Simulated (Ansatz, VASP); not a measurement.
## ZnO in VASP and in Ansatz

```
Zn O
1.0
     3.23089    0.00000    0.00000
    -1.61544    2.79803    0.00000
     0.00000    0.00000    5.21563
Zn O
2 2
Cartesian
  0.0000 1.8654 -0.0051
  1.6154 0.9327 2.6028
  0.0000 1.8654 1.9713
  1.6154 0.9327 4.5792
```

Alike in both runs: functional PBEsol; k mesh 9 × 9 × 6; occupations gaussian, width 0.02 eV; no spin polarisation.

Ansatz relaxed the structure, and its values are those at the end. VASP's run is a single point on that final structure, the one shown.

```csv
,VASP,Ansatz
version,VASP 6.6.1,Ansatz 0.2.0
potentials or method,"VASP PAW PBE potentials, release 64 (Zn, O), cutoff 600 eV","scalar-relativistic, plane waves, PAW"
valence electrons in the cell,36,36
```

Ansatz gave:

* gap on the k mesh at the Fermi level (eV): 0.70
* least direct gap on the mesh (eV): 0.70
* pressure (GPa): 0.0

Q: Which values does VASP return?

A: gap on the k mesh at the Fermi level (eV): 0.69; least direct gap on the mesh (eV): 0.69; pressure (GPa): 0.4.

VASP's potentials were made for PBE, not for PBEsol, and Ansatz warns of the same on its side.
